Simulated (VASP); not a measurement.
Input of a VASP 6.6.1 run:

Contents of INCAR:

```
  PREC = Accurate
  ENCUT = 600
  EDIFF = 1E-7
  ISMEAR = 0
  SIGMA = 0.1
  LREAL = F
  LASPH = T
  NELM = 100
  ALGO = Normal
  ISIF = 3
  LWAVE = F
  LCHARG = F
  GGA = PE
  IBRION = 2
  NSW = 100
  EDIFFG = -0.01
```

The input KPOINTS:

```
regular mesh
0
Gamma
  18 18 10
```

The input POSCAR:

```
InH3
1.0
    2.9142742473      0.0000000000      0.0000000000
   -1.4571371237      2.5238355318      0.0000000000
    0.0000000000      0.0000000000      5.2974228262
In H
1 3
Direct
    0.0000000000      0.0000000000      0.5000000000
    0.5000000000      0.0000000000      0.0000000000
    0.0000000000      0.5000000000      0.0000000000
    0.5000000000      0.5000000000      0.0000000000
```

Potentials or basis: VASP PAW PBE potentials, release 64 (In_d, H).

Command:

```sh
$ cat potpaw_PBE.64/In_d/POTCAR potpaw_PBE.64/H/POTCAR > POTCAR
$ mpirun -np 1 vasp_std > vasp.out
```

Question: Estimate the relaxed cell.

Answer: a = 2.982 Å, b = 2.982 Å, c = 4.992 Å, α = 90.00°, β = 90.00°, γ = 120.00°.

Question: Estimate the band gap on the k mesh.

Answer: Zero (band 8 reaches 8.07 eV, above the bottom of band 9 at 3.01 eV).

Question: Estimate the relaxed volume.

Answer: 9.61 Å³/atom.

Final structure:
```yaml
crystal:
  lattice:
    - [2.98165, 0.00000, 0.00000]
    - [-1.49082, 2.58218, 0.00000]
    - [0.00000, 0.00000, 4.99190]
  atoms:
    - { symbol: In, position: [0.00000, 0.00000, 0.50000] }
    - { symbol: H, position: [0.50000, 0.00000, 0.00000] }
    - { symbol: H, position: [0.00000, 0.50000, 0.00000] }
    - { symbol: H, position: [0.50000, 0.50000, 0.00000] }
```

Caveat: spin-orbit coupling is left out, which moves the levels of the heavy elements.
